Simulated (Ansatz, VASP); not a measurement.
# Two plane-wave programs on Zn3O

```
CELL_PARAMETERS angstrom
3.77489 0.00000 0.00000
0.00000 3.77489 0.00000
0.00000 0.00000 3.77489
ATOMIC_POSITIONS crystal
Zn 0.00000 0.50000 0.50000
Zn 0.50000 0.00000 0.50000
Zn 0.50000 0.50000 0.00000
O 0.00000 0.00000 0.00000
```

Alike in both runs: functional PBE; k mesh 6 × 6 × 6; occupations gaussian, width 0.1 eV; no spin polarisation.

Ansatz relaxed the structure, and its values are those at the end. VASP's run is a single point on that final structure, the one shown.

|  | VASP | Ansatz |
| --- | --- | --- |
| version | VASP 6.6.1 | Ansatz 0.2.0 |
| potentials or method | VASP PAW PBE potentials, release 64 (Zn, O), cutoff 520 eV | scalar-relativistic, plane waves, PAW |
| valence electrons in the cell | 42 | 42 |

```tsv
	VASP	Ansatz	Ansatz less VASP
gap on the k mesh at the Fermi level (eV)	none	none	-
pressure (GPa)	0.2	0.0	-0.21
```

A gap of «none» marks a metal or a gap that the smearing closes.
